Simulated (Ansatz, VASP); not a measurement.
## Two plane-wave programs on Hg4TeO

```
Hg Te O
1.0
     4.44629    0.00000    0.00000
     0.00000    4.44629    0.00000
     0.00000    0.00000    6.28800
Hg Te O
4 1 1
Direct
  0.50000 0.00000 0.25000
  0.00000 0.50000 0.75000
  0.50000 0.00000 0.75000
  0.00000 0.50000 0.25000
  0.00000 0.00000 0.00000
  0.50000 0.50000 0.50000
```

Alike in both runs: task single point; functional PBE; k mesh 4 × 4 × 4; occupations gaussian, width 0.1 eV; no spin polarisation.

```csv
,VASP,Ansatz
version,VASP 6.6.1,Ansatz 0.2.0
potentials or method,"VASP PAW PBE potentials, release 64 (Hg, Te, O), cutoff 520 eV","scalar-relativistic, plane waves, PAW"
valence electrons in the cell,60,102
```

```tsv
	VASP	Ansatz	Ansatz less VASP
gap on the k mesh at the Fermi level (eV)	none	none	-
pressure (GPa)	18.6	18.0	-0.57
traceless stress, the component that is largest in VASP (GPa)	-0.80	-0.81	-0.009
rms of the force components (eV/Å)	1.189	1.176	-0.0126
```

Atom by atom the forces differ by 0.013 eV/Å (rms over components). A gap of «none» marks a metal or a gap that the smearing closes. VASP's potentials hold 60 valence electrons a cell and Ansatz's 102, so a difference there can come from the potentials and not from the codes.

Spin-orbit coupling is off throughout.
